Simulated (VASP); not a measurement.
Crystal: KCl.

```xyz
2
Lattice="3.7712 0.0000 0.0000 0.0000 3.7712 0.0000 0.0000 0.0000 3.7712" Properties=species:S:1:pos:R:3 pbc="T T T"
K     0.0000    0.0000    0.0000
Cl    1.8856    1.8856    1.8856
```

Base run:

| Quantity | Value |
| --- | --- |
| Program | VASP 6.6.1 |
| Functional | PBE |
| Potentials or basis | VASP PAW PBE potentials, release 64 (K_sv, Cl) |
| Cutoff | 520 eV |
| k mesh | 4 × 4 × 4 |
| Occupations | gaussian, width 0.01 eV |
| Spin | no spin polarisation |

Its results: band gap on the k mesh 5.03 eV, indirect (least direct gap 5.24 eV); pressure 1.1 GPa.

The run is repeated on the same cell with these changes: functional from PBE to r2SCAN; further incar settings from ALGO = Normal; EDIFF = 1e-07; NBANDS = 15 to ALGO = Normal; EDIFF = 1e-06; NBANDS = 15. What comes out?

Band gap on the k mesh 5.81 eV, indirect (least direct gap 6.02 eV); pressure 0.0 GPa.

Caveats: the PAW data sets were made with another functional, which shifts forces and pressure a little (some runs).

A k mesh can miss the band edges.
